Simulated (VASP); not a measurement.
**InSb (zincblende type): single point with PBE**

The system is InSb (zincblende type).

```xyz
2
Lattice="0.0000 3.1799 3.1799 3.1799 0.0000 3.1799 3.1799 3.1799 0.0000" Properties=species:S:1:pos:R:3 pbc="T T T"
In    0.0000    0.0000    0.0000
Sb    1.5900    1.5900    1.5900
```

```json
{"Program": "VASP 6.6.1", "Task": "single point", "Functional": "PBE", "Potentials or basis": "VASP PAW PBE potentials, release 64 (In_d, Sb)", "Cutoff": "520 eV", "k mesh": "11 × 11 × 11", "Occupations": "fermi-dirac, width 0.1 eV", "Spin": "no spin polarisation", "Dipole correction": "no", "k mesh for the DOS": "17 × 17 × 17", "Occupations for the DOS": "tetrahedron", "Further INCAR settings": "ALGO = Normal; EDIFF = 1e-06; NBANDS = 16"}
```

| Property | Result |
| --- | --- |
| Valence electrons inside the program's atomic spheres | In 11.51; Sb 2.53 |

Levels at points of the mesh, in eV from the valence-band top:
```csv
k point,band 5,band 6,band 7,band 8,band 9,band 10,band 11,band 12,band 13,band 14
"(0.00, 0.00, 0.00)",-14.64,-11.09,0.00,0.00,0.00,0.14,2.95,2.95,2.95,5.78
```

Wall time 3.3 min on 1 thread of Intel Xeon 8259CL (shared host), peak memory 0.33 GiB.

Caveat: spin-orbit coupling is left out, which moves the levels of the heavy elements.
